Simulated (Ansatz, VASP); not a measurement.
**BN in VASP and in Ansatz**

```
B N
1.0
     4.46420    0.00000    0.00000
     0.00000    4.46420    0.00000
     0.00000    0.00000    2.53803
B N
4 4
Direct
  0.17413 0.82587 0.50000
  0.32587 0.32587 0.00000
  0.67413 0.67413 0.00000
  0.82587 0.17413 0.50000
  0.81239 0.81239 0.50000
  0.31239 0.68761 0.00000
  0.68761 0.31239 0.00000
  0.18761 0.18761 0.50000
```

Alike in both runs: task single point; functional PBEsol; k mesh 6 × 6 × 10; occupations gaussian, width 0.05 eV; no spin polarisation.

|  | VASP | Ansatz |
| --- | --- | --- |
| version | VASP 6.6.1 | Ansatz 0.2.0 |
| potentials or method | VASP PAW PBE potentials, release 64 (B, N), cutoff 520 eV | scalar-relativistic, plane waves, PAW |
| valence electrons in the cell | 32 | 32 |

VASP gave:

```
gap on the k mesh at the Fermi level (eV)                     : 4.64
least direct gap on the mesh (eV)                             : 5.74
pressure (GPa)                                                : -9.2
traceless stress, the component that is largest in VASP (GPa) : 7.31
rms of the force components (eV/Å)                            : 0.075
```

Problem. Which values does Ansatz return?

Solution. gap on the k mesh at the Fermi level (eV): 4.65; least direct gap on the mesh (eV): 5.75; pressure (GPa): -9.8; traceless stress, the component that is largest in VASP (GPa): 7.13; rms of the force components (eV/Å): 0.073.

VASP's potentials were made for PBE, not for PBEsol, and Ansatz warns of the same on its side. Atom by atom the forces differ by 0.003 eV/Å (rms over components). With one functional, cell and mesh, what is left measures potentials, basis and numerics.
